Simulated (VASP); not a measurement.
Here is a VASP 6.6.1 calculation.

The input INCAR:

```
  PREC = Accurate
  ENCUT = 520
  EDIFF = 1E-7
  ISMEAR = 0
  SIGMA = 0.05
  LREAL = False
  LASPH = True
  NELM = 150
  ALGO = Normal
  ISIF = 2
  LWAVE = False
  LCHARG = False
  MAGMOM = 0 0 0 0 0 0
  LORBIT = 11
  LSORBIT = True
  GGA_COMPAT = False
  LORBMOM = True
  GGA = PE
  NBANDS = 32
```

File KPOINTS:

```
regular mesh
0
Gamma
  6 6 6
```

File POSCAR:

```
TePb
1.0
    0.0000000000      3.2360476976      3.2360476976
    3.2360476976      0.0000000000      3.2360476976
    3.2360476976      3.2360476976      0.0000000000
Pb Te
1 1
Direct
    0.5000000000      0.5000000000      0.5000000000
    0.0000000000      0.0000000000      0.0000000000
```

Potentials or basis: VASP PAW PBE potentials, release 64 (Pb_d, Te).

Command:

```sh
$ cat potpaw_PBE.64/Pb_d/POTCAR potpaw_PBE.64/Te/POTCAR > POTCAR
$ mpirun -np 1 vasp_ncl > vasp.out
```

Problem. Predict the net moment.

Solution. 0.00 μB per cell.

Problem. Predict the pressure.

Solution. 1.8 GPa.

Moments on the atoms (μB; x, y, z):
```
Pb  0.00 0.00 0.00
Te  0.00 0.00 0.00
```
